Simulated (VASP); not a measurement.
# GaSb (I-4m2) in VASP: notebook

Runs on GaSb. Level: PBE. Tasks: single point.

Everything below comes from runs of VASP 6.6.1. Logs are shortened: lines on timing, memory, paths and dates and some standing lists are left out, and cuts for length are marked.

## 1. The cell of the first run

The structure is tetragonal, space group I-4m2 (No. 119). Conventional cell: a = 5.274 Å, b = 5.274 Å, c = 3.036 Å, α = 90.00°, β = 90.00°, γ = 90.00°. Ga (site symmetry -4m2) has 8 Sb at 2.74 to 3.48 Å and 2 Ga at 3.04 Å within 3.6 Å. Sb (site symmetry -4m2) has 8 Ga at 2.74 to 3.48 Å and 2 Sb at 3.04 Å within 3.6 Å.

## 2. Single point, PBE

Input file INCAR:

```
SYSTEM = GaSb
PREC = Accurate ; ENCUT = 520
EDIFF = 1E-6 ; ISMEAR = 0
SIGMA = 0.15 ; LREAL = .FALSE.
LASPH = .TRUE. ; NELM = 60
ALGO = Normal ; ISIF = 2
LWAVE = .FALSE. ; LCHARG = .TRUE.
GGA = PE ; LELF = .TRUE.
LVHAR = .TRUE. ; NBANDS = 16
```

Input file KPOINTS:

```
regular mesh
0
G
  16 16 16
  0 0 0
```

Input file POSCAR:

```
GaSb
1.0
   -2.6368500000      2.6368500000      1.5179000000
    2.6368500000     -2.6368500000      1.5179000000
    2.6368500000      2.6368500000     -1.5179000000
Ga Sb
1 1
Direct
    0.2500000000      0.7500000000      0.5000000000
    0.0000000000      0.0000000000      0.0000000000
```

Potentials or basis: VASP PAW PBE potentials, release 64 (Ga_d, Sb).

The run is started by

```console
> cat potpaw_PBE.64/Ga_d/POTCAR potpaw_PBE.64/Sb/POTCAR > POTCAR
> mpirun -np 1 vasp_std > vasp.out
```

OUTCAR:

```text
SYSTEM = GaSb
   PREC = Accurate
   ENCUT = 520
   EDIFF = 1E-6
   ISMEAR = 0
   LREAL = .FALSE.
   LASPH = .TRUE.
   NELM = 60
   ISIF = 2
   GGA = PE

 ion  position               nearest neighbor table
   1  0.250  0.750  0.500-   2 2.74   2 2.74   2 2.74   2 2.74
   2  0.000  0.000  0.000-   1 2.74   1 2.74   1 2.74   1 2.74

  LATTYP: Found a body centered tetragonal cell.
 ALAT       =     5.2737000000
 C/A-ratio  =     0.5756489751

  Lattice vectors:

 A1 = (  -2.6368500000,   2.6368500000,   1.5179000000)
 A2 = (   2.6368500000,  -2.6368500000,   1.5179000000)
 A3 = (   2.6368500000,   2.6368500000,  -1.5179000000)

Analysis of symmetry for initial positions (statically):
=====================================================================
 Subroutine PRICEL returns:
 Original cell was already a primitive cell.

 Routine SETGRP: Setting up the symmetry group for a
 body centered tetragonal supercell.

 Subroutine GETGRP returns: Found  8 space group operations
 (whereof  8 operations were pure point group operations)
 out of a pool of 16 trial point group operations.

The static configuration has the point symmetry D_2d.

Analysis of symmetry for dynamics (positions and initial velocities):
=====================================================================
 Subroutine PRICEL returns:
 Original cell was already a primitive cell.

 Routine SETGRP: Setting up the symmetry group for a
 body centered tetragonal supercell.

 Subroutine GETGRP returns: Found  8 space group operations
 (whereof  8 operations were pure point group operations)
 out of a pool of 16 trial point group operations.

The dynamic configuration has the point symmetry D_2d.

 Subroutine INISYM returns: Found  8 space group operations
 (whereof  8 operations are pure point group operations),
 and found     1 'primitive' translations

----------------------------------------------------------------------------------------

                                     Primitive cell

  volume of cell :      42.2157

  direct lattice vectors                    reciprocal lattice vectors
    -2.636850000  2.636850000  1.517900000     0.000000000  0.189620191  0.329402464
     2.636850000 -2.636850000  1.517900000     0.189620191  0.000000000  0.329402464
     2.636850000  2.636850000 -1.517900000     0.189620191  0.189620191  0.000000000

  length of vectors
     4.026161479  4.026161479  4.026161479     0.380081307  0.380081307  0.268163445

  position of ions in fractional coordinates (direct lattice)
     0.250000000  0.750000000  0.500000000
     0.000000000  0.000000000  0.000000000

  ion indices of the primitive-cell ions
   primitive index   ion index
                 1           1
                 2           2

----------------------------------------------------------------------------------------

 KPOINTS: regular mesh

Automatic generation of k-mesh.
 Grid dimensions read from file:
 generate k-points for:   16   16   16

 Generating k-lattice:

  Cartesian coordinates                     Fractional coordinates (reciprocal lattice)
     0.000000000  0.011851262  0.020587654     0.062500000  0.000000000  0.000000000
     0.011851262  0.000000000  0.020587654     0.000000000  0.062500000  0.000000000
     0.011851262  0.011851262  0.000000000     0.000000000  0.000000000  0.062500000

  Length of vectors
     0.023755082  0.023755082  0.016760215

  Shift w.r.t. Gamma in fractional coordinates (k-lattice)
     0.000000000  0.000000000  0.000000000

 Subroutine IBZKPT returns following result:
 ===========================================

 Found    349 irreducible k-points:

 Following reciprocal coordinates:
            Coordinates               Weight
  0.000000  0.000000  0.000000      1.000000
  0.062500  0.000000  0.000000      8.000000
  0.125000  0.000000  0.000000      8.000000
  0.187500  0.000000  0.000000      8.000000
  0.250000  0.000000  0.000000      8.000000
  0.312500  0.000000  0.000000      8.000000
[... 16 lines left out ...]
 -0.125000  0.062500  0.000000     16.000000
 -0.062500  0.062500  0.000000      4.000000
 [... further k-points ...]
   k-points           NKPTS =    349   k-points in BZ     NKDIM =    349   number of bands    NBANDS=     16
   number of dos      NEDOS =    301   number of ions     NIONS =      2
   total plane-waves  NPLWV =  27000
   dimension x,y,z NGX =    30 NGY =   30 NGZ =   30
   dimension x,y,z NGXF=    60 NGYF=   60 NGZF=   60
   ions per type =               1   1
   NGX,Y,Z   is equivalent  to a cutoff of  12.39, 12.39, 12.39 a.u.
   NGXF,Y,Z  is equivalent  to a cutoff of  24.77, 24.77, 24.77 a.u.
 SYSTEM =  GaSb
   PREC   = accura    normal or accurate (medium, high low for compatibility)
   ISTART =      0    job   : 0-new  1-cont  2-samecut
   ICHARG =      2    charge: 1-file 2-atom 10-const
   ISPIN  =      1    spin polarized calculation?
   LNONCOLLINEAR =      F non collinear calculations
[... 24 lines left out ...]
     AMIX_MAG =   1.60;   BMIX_MAG =  1.00
  volume/ion in A,a.u.               =      21.11       142.44
  Fermi-wavevector in a.u.,A,eV,Ry     =   1.232181  2.328484 20.657301  1.518269
  Thomas-Fermi vector in A             =   2.366961
   LORBIT       =      0    0 simple, 1 ext, 2 COOP (PROOUT), +10 PAW based schemes
   GGA     = PE    functional components
   LHFCALC =     F    Hartree Fock is set to
   AEXX    =    0.0000 exact exchange contribution
   IVDW    =     0    specifies the selected vdW correction
   LEPSILON=     F    determine dielectric tensor
   LRPA    =     F    only Hartree local field effects (RPA)
 non-spin polarized calculation
 Gauss-broadening in eV      SIGMA  =   0.15
  energy-cutoff  :      520.00
  volume of cell :       42.22
 maximum number of plane-waves:      1151
 NGX is ok and might be reduce to    30
   NGX = 15   NGY = 15   NGZ = 15

 number of electron      17.9999997 magnetization

 Free energy of the ion-electron system (eV)
  ---------------------------------------------------
  ext. energy  EPLUGINS =         0.00000000
  ---------------------------------------------------
  free energy    TOTEN  =        -6.82718658 eV

  energy without entropy =       -6.81958046  energy(sigma->0) =       -6.82338352

 E-fermi :   8.1758     XC(G=0): -10.8596

 val. band max:        8.1754049512   @ k =   0.3125   0.0625   0.0625
 cond. band min:       8.2001411243   @ k =  -0.2500   0.4375   0.0625
 fundamental gap:      0.0247361731
 Fermi energy:         8.1757926147

 k-point     1 :       0.0000    0.0000    0.0000
  band No.  band energies     occupation
      1      -6.9775      2.00000
      2      -6.8757      2.00000
      3      -6.8706      2.00000
      4      -6.8166      2.00000
      5      -6.8166      2.00000
      6      -4.8412      2.00000
[... 8 lines left out ...]
     15      18.6812      0.00000
     16      19.3923      0.00000

 k-point     2 :       0.0625    0.0000    0.0000
  band No.  band energies     occupation
      1      -6.9704      2.00000
      2      -6.8766      2.00000
      3      -6.8693      2.00000
      4      -6.8198      2.00000
      5      -6.8198      2.00000
      6      -4.7561      2.00000
[... 8 lines left out ...]
     15      18.4908      0.00000
     16      18.7354      0.00000

 k-point     3 :       0.1250    0.0000    0.0000
  band No.  band energies     occupation
      1      -6.9501      2.00000
      2      -6.8791      2.00000
      3      -6.8660      2.00000
      4      -6.8289      2.00000
      5      -6.8287      2.00000
      6      -4.5009      2.00000
[... 8 lines left out ...]
     15      17.4551      0.00000
     16      18.1238      0.00000

 k-point     4 :       0.1875    0.0000    0.0000
  band No.  band energies     occupation
      1      -6.9208      2.00000
      2      -6.8827      2.00000
      3      -6.8624      2.00000
      4      -6.8420      2.00000
      5      -6.8405      2.00000
      6      -4.0765      2.00000
[... 8 lines left out ...]
     15      16.6395      0.00000
     16      18.2168      0.00000
[... 324 lines left out ...]
 k-point    22 :      -0.1875    0.0625   -0.0000
  band No.  band energies     occupation
      1      -6.9480      2.00000
      2      -6.8828      2.00000
      3      -6.8644      2.00000
      4      -6.8292      2.00000
      5      -6.8271      2.00000
      6      -4.3838      2.00000
[... 8 lines left out ...]
     15      17.6160      0.00000
     16      18.0366      0.00000

 k-point    23 :      -0.1250    0.0625    0.0000
  band No.  band energies     occupation
      1      -6.9687      2.00000
      2      -6.8792      2.00000
      3      -6.8681      2.00000
      4      -6.8200      2.00000
      5      -6.8187      2.00000
      6      -4.6781      2.00000
[... 8 lines left out ...]
     15      18.4090      0.00000
     16      18.6981      0.00000

 k-point    24 :      -0.0625    0.0625    0.0000
  band No.  band energies     occupation
      1      -6.9766      2.00000
      2      -6.8770      2.00000
      3      -6.8699      2.00000
      4      -6.8167      2.00000
      5      -6.8160      2.00000
      6      -4.8023      2.00000
[... 8 lines left out ...]
     15      18.5117      0.00000
     16      19.3650      0.00000

 [... further k-points ...]
[... 5 lines left out ...]
  --------------------------------------------------------------------------------------
  -------------------------------------------------------------------------------------
  Total        2.7287218      2.7287218      2.2890155      0.0000000      0.0000000      0.0000000
  in kB      103.5609059    103.5609059     86.8730989      0.0000000      0.0000000      0.0000000
  external PRESSURE =      97.9983036 kB  Pullay stress =       0.0000000 kB

 VOLUME and BASIS-vectors are now :
 -----------------------------------------------------------------------------
  energy-cutoff  :      520.00
  volume of cell :       42.22
      direct lattice vectors                 reciprocal lattice vectors
    -2.636850000  2.636850000  1.517900000     0.000000000  0.189620191  0.329402464
     2.636850000 -2.636850000  1.517900000     0.189620191  0.000000000  0.329402464
     2.636850000  2.636850000 -1.517900000     0.189620191  0.189620191  0.000000000

 POSITION                                       TOTAL-FORCE (eV/Angst)
 -----------------------------------------------------------------------------------
      2.63685      0.00000      0.75895         0.000000     -0.000000      0.000000
      0.00000      0.00000      0.00000        -0.000000      0.000000     -0.000000
 -----------------------------------------------------------------------------------
    total drift:                                0.000001     -0.000001      0.000000

  FREE ENERGIE OF THE ION-ELECTRON SYSTEM (eV)
  ---------------------------------------------------
  free  energy   TOTEN  =        -6.8271865769 eV

  energy  without entropy=       -6.8195804575  energy(sigma->0) =       -6.82338352
```

Run time: 2.1 min. Hardware: 1 thread of Intel Xeon Platinum 8488C (Sapphire Rapids), shared host; peak memory 0.37 GiB.

What came out:

```
Free energy            : -6.8272 eV
Pressure               : 9.8 GPa
Band gap on the k mesh : zero (band 9 reaches 10.22 eV, above the bottom of band 10 at 4.65 eV)
```

Caveat: spin-orbit coupling is left out, which moves the levels of the heavy elements.

## 3. Single point, PBE

This run uses another cell than the first one, of 21.23 Å³/atom, 1.006 times its volume.

Input file INCAR:

```
SYSTEM = GaSb
  PREC = Accurate
  ENCUT = 520
  EDIFF = 1E-7
  ISMEAR = 0
  SIGMA = 0.15
  LREAL = .False.
  LASPH = .True.
  NELM = 100
  ALGO = Normal
  ISIF = 2
  LWAVE = .False.
  LCHARG = .True.
  GGA = PE
  LELF = .True.
  LVHAR = .True.
  NBANDS = 16
```

Input file KPOINTS:

```
regular mesh
0
Gamma
  16 16 16
  0 0 0
```

Input file POSCAR:

```
GaSb
1.0
   -2.7014000000      2.7014000000      1.4546500000
    2.7014000000     -2.7014000000      1.4546500000
    2.7014000000      2.7014000000     -1.4546500000
Ga Sb
1 1
Direct
    0.2500000000      0.7500000000      0.5000000000
    0.0000000000      0.0000000000      0.0000000000
```

Potentials or basis: VASP PAW PBE potentials, release 64 (Ga_d, Sb).

The run is started by

```console
> cat potpaw_PBE.64/Ga_d/POTCAR potpaw_PBE.64/Sb/POTCAR > POTCAR
> mpirun -np 1 vasp_std > vasp.out
```

Wall time 2.6 min (1 thread of Intel Xeon Platinum 8488C (Sapphire Rapids), shared host); peak memory 0.37 GiB.

The run converged. Its results:

* Free energy: -6.8230 eV
* Pressure: 9.4 GPa
* Band gap on the k mesh: zero (band 9 reaches 9.68 eV, above the bottom of band 10 at 4.79 eV)

Stress tensor (GPa, compression positive):
```
 7.79  0.00  0.00
 0.00  7.79  0.00
 0.00  0.00 12.48
```

Levels at points of the mesh, in eV from the Fermi level:
| k point | band 5 | band 6 | band 7 | band 8 | band 9 | band 10 | band 11 | band 12 | band 13 | band 14 |
| --- | --- | --- | --- | --- | --- | --- | --- | --- | --- | --- |
| (0.00, 0.00, 0.00) | -14.95 | -13.05 | -3.35 | -2.56 | -2.56 | 2.86 | 6.99 | 7.24 | 7.24 | 9.22 |
| (0.50, 0.00, 0.00) | -14.91 | -8.13 | -6.16 | -2.66 | -1.48 | -1.46 | 2.26 | 3.46 | 5.46 | 7.97 |
| (0.50, 0.50, 0.00) | -14.94 | -11.46 | -8.96 | -0.47 | 1.44 | 1.81 | 1.92 | 6.21 | 8.10 | 9.91 |
| (0.50, 0.50, 0.50) | -14.95 | -10.12 | -6.62 | -5.88 | -5.88 | 5.18 | 6.56 | 10.82 | 10.82 | 13.54 |

Caveat: spin-orbit coupling is left out, which moves the levels of the heavy elements.

## 4. Single point, PBE

This run uses another cell than the first one, of 21.29 Å³/atom, 1.009 times its volume.

Input file INCAR:

```
SYSTEM = GaSb
  PREC = Accurate
  ENCUT = 520
  EDIFF = 1E-6
  ISMEAR = 0
  SIGMA = 0.15
  LREAL = .FALSE.
  LASPH = .TRUE.
  NELM = 80
  ALGO = Normal
  ISIF = 2
  LWAVE = .FALSE.
  LCHARG = .FALSE.
  GGA = PE
  NBANDS = 16
```

Input file KPOINTS:

```
Automatic mesh
0
G
  16 16 16
  0 0 0
```

Input file POSCAR:

```
GaSb
1.0
   -2.7659365100      2.7659365100      1.3914000000
    2.7659365100     -2.7659365100      1.3914000000
    2.7659365100      2.7659365100     -1.3914000000
Ga Sb
1 1
Direct
    0.2500000000      0.7500000000      0.5000000000
    0.0000000000      0.0000000000      0.0000000000
```

The run is started by

```console
> cat potpaw_PBE.64/Ga_d/POTCAR potpaw_PBE.64/Sb/POTCAR > POTCAR
> mpirun -np 1 vasp_std > vasp.out
```

Wall time 1.8 min (1 thread of Intel Xeon Platinum 8488C (Sapphire Rapids), shared host); peak memory 0.37 GiB.

The run converged. Its results:

```yaml
Free_energy: -6.7160 eV
Pressure: 10.2 GPa
Band_gap_on_the_k_mesh: zero (band 9 reaches 9.40 eV, above the bottom of band 10 at 4.97 eV)
```

Stress tensor (GPa, compression positive):
```
 5.25  0.00  0.00
 0.00  5.25  0.00
 0.00  0.00 20.20
```

Levels at points of the mesh, in eV from the Fermi level:
```
           k point  band 5  band 6  band 7  band 8  band 9  band 10  band 11  band 12  band 13  band 14
(0.00, 0.00, 0.00)  -14.85  -13.08   -4.07   -2.85   -2.85     2.66     6.55     6.55     8.28     9.43
(0.50, 0.00, 0.00)  -14.79   -7.59   -6.04   -2.63   -1.46    -1.06     2.45     3.43     5.38     7.63
(0.50, 0.50, 0.00)  -14.85  -11.69   -8.97   -0.91    1.12     1.16     1.38     7.60     9.56    10.66
(0.50, 0.50, 0.50)  -14.85  -10.54   -6.85   -5.90   -5.90     6.73     8.09     9.72     9.72    13.30
```

Caveat: spin-orbit coupling is left out, which moves the levels of the heavy elements.

## 5. Single point, PBE

This run uses another cell than the first one, of 21.29 Å³/atom, 1.009 times its volume.

Input file INCAR:

```
ALGO = Normal
EDIFF = 1E-6
ENCUT = 520
GGA = PE
ISIF = 2
ISMEAR = 0
LASPH = True
LCHARG = False
LREAL = False
LWAVE = False
NBANDS = 16
NELM = 80
PREC = Accurate
SIGMA = 0.15
```

Input file KPOINTS:

```
k-points
0
Gamma
  16 16 16
```

Input file POSCAR:

```
GaSb
1.0
   -2.6276500000      2.6276500000      1.5416500000
    2.6276500000     -2.6276500000      1.5416500000
    2.6276500000      2.6276500000     -1.5416500000
Ga Sb
1 1
Direct
    0.2500000000      0.7500000000      0.5000000000
    0.0000000000      0.0000000000      0.0000000000
```

The run is started by

```console
> cat potpaw_PBE.64/Ga_d/POTCAR potpaw_PBE.64/Sb/POTCAR > POTCAR
> mpirun -np 1 vasp_std > vasp.out
```

Run time: 2 min. Hardware: 1 thread of Intel Xeon Platinum 8488C (Sapphire Rapids), shared host; peak memory 0.37 GiB.

Results (log left out):

```yaml
Free_energy: -6.8402 eV
Pressure: 9.1 GPa
Band_gap_on_the_k_mesh: zero (band 9 reaches 10.24 eV, above the bottom of band 10 at 4.60 eV)
```

Stress tensor (GPa, compression positive):
```
10.26  0.00  0.00
 0.00 10.26  0.00
 0.00  0.00  6.94
```

Levels at points of the mesh, in eV from the Fermi level:
```
           k point  band 7  band 8  band 9  band 10  band 11  band 12
(0.00, 0.00, 0.00)   -2.38   -2.14   -2.14     3.24     5.56     7.88
(0.50, 0.00, 0.00)   -6.32   -2.49   -1.85    -1.33     2.16     3.63
(0.50, 0.50, 0.00)   -8.85    0.08    1.80     2.65     2.69     4.85
(0.50, 0.50, 0.50)   -6.25   -5.75   -5.75     3.48     4.83    11.93
```

Caveat: spin-orbit coupling is left out, which moves the levels of the heavy elements.

## 6. Single point, PBE

This run uses another cell than the first one, of 21.76 Å³/atom, 1.031 times its volume.

Input file INCAR:

```
ALGO     = Normal         # electronic algorithm
EDIFF    = 1E-7           # SCF threshold, eV
ENCUT    = 520            # plane-wave cutoff, eV
GGA      = PE             # functional
ISIF     = 2              # what is computed and relaxed
ISMEAR   = 0              # smearing method
LASPH    = True           # aspherical terms in the spheres
LCHARG   = False          # write CHGCAR
LREAL    = False          # projectors in reciprocal space
LWAVE    = False          # write WAVECAR
NBANDS   = 16             # bands
NELM     = 60             # most SCF steps
PREC     = Accurate       # precision mode
SIGMA    = 0.15           # smearing width, eV
```

KPOINTS is that of step 5.

Input file POSCAR:

```
GaSb
1.0
   -2.5723000000      2.5723000000      1.6444000000
    2.5723000000     -2.5723000000      1.6444000000
    2.5723000000      2.5723000000     -1.6444000000
Ga Sb
1 1
Direct
    0.2500000000      0.7500000000      0.5000000000
    0.0000000000      0.0000000000      0.0000000000
```

Potentials or basis: VASP PAW PBE potentials, release 64 (Ga_d, Sb).

The run is started by

```console
> cat potpaw_PBE.64/Ga_d/POTCAR potpaw_PBE.64/Sb/POTCAR > POTCAR
> mpirun -np 1 vasp_std > vasp.out
```

Run time: 3.3 min. Hardware: 1 thread of Intel Xeon Platinum 8488C (Sapphire Rapids), shared host; peak memory 0.38 GiB.

The run converged. Its results:

```yaml
Free_energy: -6.7984 eV
Pressure: 8.6 GPa
Band_gap_on_the_k_mesh: zero (band 9 reaches 10.21 eV, above the bottom of band 10 at 4.64 eV)
```

Stress tensor (GPa, compression positive):
```
11.14  0.00  0.00
 0.00 11.14  0.00
 0.00  0.00  3.53
```

Levels at points of the mesh, in eV from the Fermi level:
```tsv
k point	band 5	band 6	band 7	band 8	band 9	band 10	band 11	band 12	band 13	band 14
(0.00, 0.00, 0.00)	-15.06	-12.77	-1.72	-1.72	-1.55	3.66	4.26	6.61	7.71	7.71
(0.50, 0.00, 0.00)	-15.03	-9.11	-6.44	-2.24	-2.12	-1.14	2.14	3.82	5.91	9.17
(0.50, 0.50, 0.00)	-15.04	-10.80	-8.65	0.43	1.66	3.34	3.36	4.15	5.50	7.33
(0.50, 0.50, 0.50)	-15.03	-9.07	-5.91	-5.52	-5.52	1.99	3.33	12.03	12.03	13.08
```

Caveat: spin-orbit coupling is left out, which moves the levels of the heavy elements.

## 7. The runs side by side

| cell | gap on the mesh (eV) | pressure (GPa) |
| --- | --- | --- |
| a = 4.026 Å, angles 98.2, 98.2, 135.7°, 2 atoms | none | 9.8 |
| a = 4.088 Å, angles 97.3, 97.3, 138.3°, 2 atoms | none | 9.4 |
| a = 4.152 Å, angles 96.4, 96.4, 140.8°, 2 atoms | none | 10.2 |
| a = 4.023 Å, angles 98.4, 98.4, 134.9°, 2 atoms | none | 9.1 |
| a = 3.992 Å, angles 99.8, 99.8, 131.4°, 2 atoms | none | 8.6 |

Alike in all rows: task single point; level PBE; potentials or basis VASP PAW PBE potentials, release 64 (Ga_d, Sb); no spin polarisation; k mesh 16 × 16 × 16; cutoff (eV) 520; smearing gaussian 0.15 eV.

Caveats: spin-orbit coupling is left out, which moves the levels of the heavy elements.

Absolute energies hang on the potentials; compare differences alone.
